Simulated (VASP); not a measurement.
# MgSe (Fm-3m) in VASP: settings compared

Aim: see how the results for MgSe move with the level of theory and the settings. Levels: PBE, PBEsol, LDA. Tasks: single point.

Everything below comes from runs of VASP 6.6.1. Logs are shortened: lines on timing, memory, paths and dates and some standing lists are left out, and cuts for length are marked.

## 1. The cell of the first run

It takes space group Fm-3m (No. 225, cubic). The conventional cell has a = 5.467 Å, b = 5.467 Å, c = 5.467 Å, α = 90.00°, β = 90.00°, γ = 90.00°. Mg (site symmetry m-3m) has 6 Se at 2.73 Å within 3.6 Å. Within 3.6 Å of Se (site symmetry m-3m) lie 6 Mg at 2.73 Å.

## 2. Single point, PBE

File INCAR:

```
PREC = Accurate
ENCUT = 600
EDIFF = 1E-6
ISMEAR = 0
SIGMA = 0.01
LREAL = False
LASPH = True
NELM = 120
ALGO = Normal
ISIF = 2
LWAVE = False
LCHARG = False
GGA = PE
NBANDS = 11
GGA_COMPAT = False
```

File KPOINTS:

```
regular mesh
0
Gamma
  4 4 4
```

File POSCAR:

```
MgSe
1.0
    0.0000000000      2.7337235204      2.7337235204
    2.7337235204      0.0000000000      2.7337235204
    2.7337235204      2.7337235204      0.0000000000
Mg Se
1 1
Direct
    0.0000000000      0.0000000000      0.0000000000
    0.5000000000      0.5000000000      0.5000000000
```

Potentials or basis: VASP PAW PBE potentials, release 64 (Mg, Se).

Command:

```bash
> cat potpaw_PBE.64/Mg/POTCAR potpaw_PBE.64/Se/POTCAR > POTCAR
> mpirun -np 1 vasp_std > vasp.out
```

OUTCAR:

```text
PREC = Accurate
   ENCUT = 600
   EDIFF = 1E-6
   ISMEAR = 0
   LREAL = False
   LASPH = True
   NELM = 120
   ISIF = 2
   GGA = PE

 ion  position               nearest neighbor table
   1  0.000  0.000  0.000-   2 2.73   2 2.73   2 2.73   2 2.73   2 2.73   2 2.73
   2  0.500  0.500  0.500-   1 2.73   1 2.73   1 2.73   1 2.73   1 2.73   1 2.73

  LATTYP: Found a face centered cubic cell.
 ALAT       =     5.4674470408

  Lattice vectors:

 A1 = (   0.0000000000,   2.7337235204,   2.7337235204)
 A2 = (   2.7337235204,   0.0000000000,   2.7337235204)
 A3 = (   2.7337235204,   2.7337235204,   0.0000000000)

Analysis of symmetry for initial positions (statically):
=====================================================================
 Subroutine PRICEL returns:
 Original cell was already a primitive cell.

 Routine SETGRP: Setting up the symmetry group for a
 face centered cubic supercell.

 Subroutine GETGRP returns: Found 48 space group operations
 (whereof 48 operations were pure point group operations)
 out of a pool of 48 trial point group operations.

The static configuration has the point symmetry O_h .

Analysis of symmetry for dynamics (positions and initial velocities):
=====================================================================
 Subroutine PRICEL returns:
 Original cell was already a primitive cell.

 Routine SETGRP: Setting up the symmetry group for a
 face centered cubic supercell.

 Subroutine GETGRP returns: Found 48 space group operations
 (whereof 48 operations were pure point group operations)
 out of a pool of 48 trial point group operations.

The dynamic configuration has the point symmetry O_h .

 Subroutine INISYM returns: Found 48 space group operations
 (whereof 48 operations are pure point group operations),
 and found     1 'primitive' translations

----------------------------------------------------------------------------------------

                                     Primitive cell

  volume of cell :      40.8596

  direct lattice vectors                    reciprocal lattice vectors
     0.000000000  2.733723520  2.733723520    -0.182900720  0.182900720  0.182900720
     2.733723520  0.000000000  2.733723520     0.182900720 -0.182900720  0.182900720
     2.733723520  2.733723520  0.000000000     0.182900720  0.182900720 -0.182900720

  length of vectors
     3.866068878  3.866068878  3.866068878     0.316793340  0.316793340  0.316793340

  position of ions in fractional coordinates (direct lattice)
     0.000000000  0.000000000  0.000000000
     0.500000000  0.500000000  0.500000000

  ion indices of the primitive-cell ions
   primitive index   ion index
                 1           1
                 2           2

----------------------------------------------------------------------------------------

 KPOINTS: regular mesh

Automatic generation of k-mesh.
 Grid dimensions read from file:
 generate k-points for:    4    4    4

 Generating k-lattice:

  Cartesian coordinates                     Fractional coordinates (reciprocal lattice)
    -0.045725180  0.045725180  0.045725180     0.250000000  0.000000000  0.000000000
     0.045725180 -0.045725180  0.045725180     0.000000000  0.250000000  0.000000000
     0.045725180  0.045725180 -0.045725180     0.000000000  0.000000000  0.250000000

  Length of vectors
     0.079198335  0.079198335  0.079198335

  Shift w.r.t. Gamma in fractional coordinates (k-lattice)
     0.000000000  0.000000000  0.000000000

 Subroutine IBZKPT returns following result:
 ===========================================

 Found      8 irreducible k-points:

 Following reciprocal coordinates:
            Coordinates               Weight
  0.000000  0.000000  0.000000      1.000000
  0.250000  0.000000  0.000000      8.000000
  0.500000  0.000000  0.000000      4.000000
  0.250000  0.250000  0.000000      6.000000
  0.500000  0.250000  0.000000     24.000000
 -0.250000  0.250000  0.000000     12.000000
  0.500000  0.500000  0.000000      3.000000
 -0.250000  0.500000  0.250000      6.000000
   k-points           NKPTS =      8   k-points in BZ     NKDIM =      8   number of bands    NBANDS=     11
   number of dos      NEDOS =    301   number of ions     NIONS =      2
   total plane-waves  NPLWV =  32768
   dimension x,y,z NGX =    32 NGY =   32 NGZ =   32
   dimension x,y,z NGXF=    64 NGYF=   64 NGZF=   64
   ions per type =               1   1
   NGX,Y,Z   is equivalent  to a cutoff of  13.76, 13.76, 13.76 a.u.
   NGXF,Y,Z  is equivalent  to a cutoff of  27.52, 27.52, 27.52 a.u.
 SYSTEM =  unknown system
   PREC   = accura    normal or accurate (medium, high low for compatibility)
   ISTART =      0    job   : 0-new  1-cont  2-samecut
   ICHARG =      2    charge: 1-file 2-atom 10-const
   ISPIN  =      1    spin polarized calculation?
   LNONCOLLINEAR =      F non collinear calculations
   LSORBIT =      F    spin-orbit coupling
   LASPH  =      T    aspherical Exc in radial PAW
   ENCUT  =  600.0 eV  44.10 Ry    6.64 a.u.   7.72  7.72  7.72*2*pi/ulx,y,z
   NELM   =    120;   NELMIN=  2; NELMDL= -5     # of ELM steps
   EDIFF  = 0.1E-05   stopping-criterion for ELM
   LREAL  =      F    real-space projection
   EDIFFG = 0.1E-04   stopping-criterion for IOM
   NSW    =      0    number of steps for IOM
   IBRION =     -1    ionic relax: 0-MD 1-quasi-New 2-CG
   NFREE  =      0    steps in history (QN), initial steepest desc. (CG)
   ISIF   =      2    stress and relaxation
   ISYM   =      2    0-nonsym 1-usesym 2-fastsym
   POTIM  = 0.5000    time-step for ionic-motion
   TEBEG  =    0.0;   TEEND  =   0.0 temperature during run
   PSTRESS=    0.0 pullay stress
   NELECT =       8.0000    total number of electrons
   NUPDOWN=      -1.0000    fix difference up-down
   EMIN   =  10.00;   EMAX   =-10.00  energy-range for DOS
   EFERMI =   0.00;   METHOD = LEGACY
   ISMEAR =     0;   SIGMA  =   0.01  broadening in eV -4-tet -1-fermi 0-gaus
   EFERMI_NEDOS =   21; number of points for ismear=-14 and -15
   IALGO  =     38    algorithm
   IMIX   =      4    mixing-type and parameters
     AMIX     =   0.40;   BMIX     =  1.00
     AMIX_MAG =   1.60;   BMIX_MAG =  1.00
  volume/ion in A,a.u.               =      20.43       137.87
  Fermi-wavevector in a.u.,A,eV,Ry     =   0.950620  1.796411 12.295288  0.903678
  Thomas-Fermi vector in A             =   2.079014
   LORBIT       =      0    0 simple, 1 ext, 2 COOP (PROOUT), +10 PAW based schemes
   GGA     = PE    functional components
   LHFCALC =     F    Hartree Fock is set to
   AEXX    =    0.0000 exact exchange contribution
   IVDW    =     0    specifies the selected vdW correction
   LEPSILON=     F    determine dielectric tensor
   LRPA    =     F    only Hartree local field effects (RPA)
 non-spin polarized calculation
 Gauss-broadening in eV      SIGMA  =   0.01
  energy-cutoff  :      600.00
  volume of cell :       40.86
 maximum number of plane-waves:      1380
 NGX is ok and might be reduce to    32
   NGX = 15   NGY = 15   NGZ = 15

 number of electron       8.0000000 magnetization

 Free energy of the ion-electron system (eV)
  ---------------------------------------------------
  ext. energy  EPLUGINS =         0.00000000
  ---------------------------------------------------
  free energy    TOTEN  =        -7.41751865 eV

  energy without entropy =       -7.41751865  energy(sigma->0) =       -7.41751865

 E-fermi :   3.2365     XC(G=0):  -9.4422

 val. band max:        3.1865194923   @ k =   0.0000   0.0000   0.0000
 cond. band min:       4.9405318493   @ k =   0.5000   0.5000   0.0000
 fundamental gap:      1.7540123570
 Fermi energy:         3.2364739998

 k-point     1 :       0.0000    0.0000    0.0000
  band No.  band energies     occupation
      1      -9.7048      2.00000
      2       3.1865      2.00000
      3       3.1865      2.00000
      4       3.1865      2.00000
      5       5.7084      0.00000
      6      10.5778      0.00000
      7      10.5778      0.00000
      8      10.5778      0.00000
      9      13.1165      0.00000
     10      13.1165      0.00000
     11      14.1349      0.00000

 k-point     2 :       0.2500    0.0000    0.0000
  band No.  band energies     occupation
      1      -9.2218      2.00000
      2       0.1842      2.00000
      3       2.8718      2.00000
      4       2.8718      2.00000
      5       7.2628      0.00000
      6      10.2171      0.00000
      7      10.2171      0.00000
      8      10.8961      0.00000
      9      12.7263      0.00000
     10      12.7263      0.00000
     11      13.1169      0.00000

 k-point     3 :       0.5000    0.0000    0.0000
  band No.  band energies     occupation
      1      -8.5987      2.00000
      2      -1.7322      2.00000
      3       2.6124      2.00000
      4       2.6124      2.00000
      5       6.9841      0.00000
      6       9.2446      0.00000
      7       9.2446      0.00000
      8      11.7147      0.00000
      9      14.5635      0.00000
     10      17.0045      0.00000
     11      17.0045      0.00000

 k-point     4 :       0.2500    0.2500    0.0000
  band No.  band energies     occupation
      1      -9.0696      2.00000
      2       0.4578      2.00000
      3       2.1545      2.00000
      4       2.1545      2.00000
      5       7.1870      0.00000
      6       8.2948      0.00000
      7      10.5478      0.00000
      8      12.7325      0.00000
      9      12.7325      0.00000
     10      14.1107      0.00000
     11      16.5063      0.00000

 k-point     5 :       0.5000    0.2500    0.0000
  band No.  band energies     occupation
      1      -8.4548      2.00000
      2      -0.9583      2.00000
      3       0.8966      2.00000
      4       1.9287      2.00000
      5       6.6743      0.00000
      6       9.4536      0.00000
      7      11.2661      0.00000
      8      11.3661      0.00000
      9      14.6459      0.00000
     10      16.9103      0.00000
     11      17.2759      0.00000

 k-point     6 :      -0.2500    0.2500    0.0000
  band No.  band energies     occupation
      1      -8.6538      2.00000
      2      -0.6691      2.00000
      3       0.7818      2.00000
      4       2.5641      2.00000
      5       7.9543      0.00000
      6       9.9307      0.00000
      7      10.2189      0.00000
      8      10.7213      0.00000
      9      12.9930      0.00000
     10      15.8824      0.00000
     11      16.3156      0.00000

 k-point     7 :       0.5000    0.5000    0.0000
  band No.  band energies     occupation
      1      -8.2811      2.00000
      2      -1.0441      2.00000
      3       1.4143      2.00000
      4       1.4143      2.00000
      5       4.9405      0.00000
      6       7.1503      0.00000
      7      14.8471      0.00000
      8      15.2677      0.00000
      9      15.2677      0.00000
     10      15.7555      0.00000
     11      19.0217      0.00000

 k-point     8 :      -0.2500    0.5000    0.2500
  band No.  band energies     occupation
      1      -8.2468      2.00000
      2      -0.1050      2.00000
      3      -0.1050      2.00000
      4       0.6452      2.00000
      5       7.6693      0.00000
      6      10.1062      0.00000
      7      10.7296      0.00000
      8      10.7296      0.00000
      9      16.2055      0.00000
     10      16.2055      0.00000
     11      17.8730      0.00000

------------------------ aborting loop because EDIFF is reached ----------------------------------------

  FORCE on cell =-STRESS in cart. coord.  units (eV):
  Direction    XX          YY          ZZ          XY          YZ          ZX
  --------------------------------------------------------------------------------------
  -------------------------------------------------------------------------------------
  Total        0.4365961      0.4365961      0.4365961     -0.0000000     -0.0000000      0.0000000
  in kB       17.1197217     17.1197217     17.1197217     -0.0000000     -0.0000000      0.0000000
  external PRESSURE =      17.1197217 kB  Pullay stress =       0.0000000 kB

 VOLUME and BASIS-vectors are now :
 -----------------------------------------------------------------------------
  energy-cutoff  :      600.00
  volume of cell :       40.86
      direct lattice vectors                 reciprocal lattice vectors
     0.000000000  2.733723520  2.733723520    -0.182900720  0.182900720  0.182900720
     2.733723520  0.000000000  2.733723520     0.182900720 -0.182900720  0.182900720
     2.733723520  2.733723520  0.000000000     0.182900720  0.182900720 -0.182900720

 POSITION                                       TOTAL-FORCE (eV/Angst)
 -----------------------------------------------------------------------------------
      0.00000      0.00000      0.00000         0.000000      0.000000      0.000000
      2.73372      2.73372      2.73372        -0.000000     -0.000000     -0.000000
 -----------------------------------------------------------------------------------
    total drift:                               -0.000000     -0.000000      0.000000

  FREE ENERGIE OF THE ION-ELECTRON SYSTEM (eV)
  ---------------------------------------------------
  free  energy   TOTEN  =        -7.4175186540 eV

  energy  without entropy=       -7.4175186540  energy(sigma->0) =       -7.41751865
```

Wall time 9.7 s (1 thread of Intel Xeon Platinum 8375C at 2.90GHz (Ice Lake), shared host); peak memory 0.16 GiB.

What came out:

* Free energy: -7.4175 eV
* Pressure: 1.7 GPa
* Band gap on the k mesh: 1.75 eV, indirect (least direct gap 2.52 eV)

Levels at points of the mesh, in eV from the valence-band top:
```tsv
k point	band 1	band 2	band 3	band 4	band 5	band 6	band 7	band 8
(0.00, 0.00, 0.00)	-12.89	0.00	0.00	0.00	2.52	7.39	7.39	7.39
(0.50, 0.00, 0.00)	-11.79	-4.92	-0.57	-0.57	3.80	6.06	6.06	8.53
(0.50, 0.50, 0.00)	-11.47	-4.23	-1.77	-1.77	1.75	3.96	11.66	12.08
```

Caveat: the k points lie up to 0.50 Å⁻¹ apart. PBE gaps usually lie below the measured ones, often by a third to a half.

## 3. Single point, PBE

File INCAR:

```
SYSTEM = MgSe
ALGO     = Normal         ! electronic algorithm
EDIFF    = 1E-6           ! SCF threshold, eV
ENCUT    = 600            ! plane-wave cutoff, eV
GGA      = PE             ! functional
GGA_COMPAT= .FALSE.      
ISIF     = 2              ! what is computed and relaxed
ISMEAR   = 0              ! smearing method
LASPH    = .TRUE.         ! aspherical terms in the spheres
LCHARG   = .TRUE.         ! write CHGCAR
LELF     = .TRUE.         ! ELF
LREAL    = .FALSE.        ! projectors in reciprocal space
LVHAR    = .TRUE.       
LWAVE    = .FALSE.        ! write WAVECAR
NBANDS   = 11             ! bands
NELM     = 120            ! most SCF steps
PREC     = Accurate       ! precision mode
SIGMA    = 0.01           ! smearing width, eV
```

File KPOINTS:

```
k-points
0
G
  4 4 4
  0 0 0
```

POSCAR is that of step 2.

Potentials or basis: VASP PAW PBE potentials, release 64 (Mg, Se).

Command:

```bash
> cat potpaw_PBE.64/Mg/POTCAR potpaw_PBE.64/Se/POTCAR > POTCAR
> mpirun -np 1 vasp_std > vasp.out
```

It took 8 s on 1 thread of Intel Xeon Platinum 8375C at 2.90GHz (Ice Lake), shared host; peak memory 0.16 GiB.

It converged, with:

* Free energy: -7.4175 eV
* Pressure: 1.7 GPa
* Band gap on the k mesh: 1.75 eV, indirect (least direct gap 2.52 eV)

Levels at points of the mesh, in eV from the valence-band top:
```
           k point  band 1  band 2  band 3  band 4  band 5  band 6  band 7  band 8  band 9
(0.00, 0.00, 0.00)  -12.89    0.00    0.00    0.00    2.52    7.39    7.39    7.39    9.93
(0.50, 0.00, 0.00)  -11.79   -4.92   -0.57   -0.57    3.80    6.06    6.06    8.53   11.38
(0.50, 0.50, 0.00)  -11.47   -4.23   -1.77   -1.77    1.75    3.96   11.66   12.08   12.08
```

Caveat: the k points lie up to 0.50 Å⁻¹ apart. Expect the measured gap to be larger: semilocal functionals such as PBE lack the derivative discontinuity.

[end of part 1 of 2]
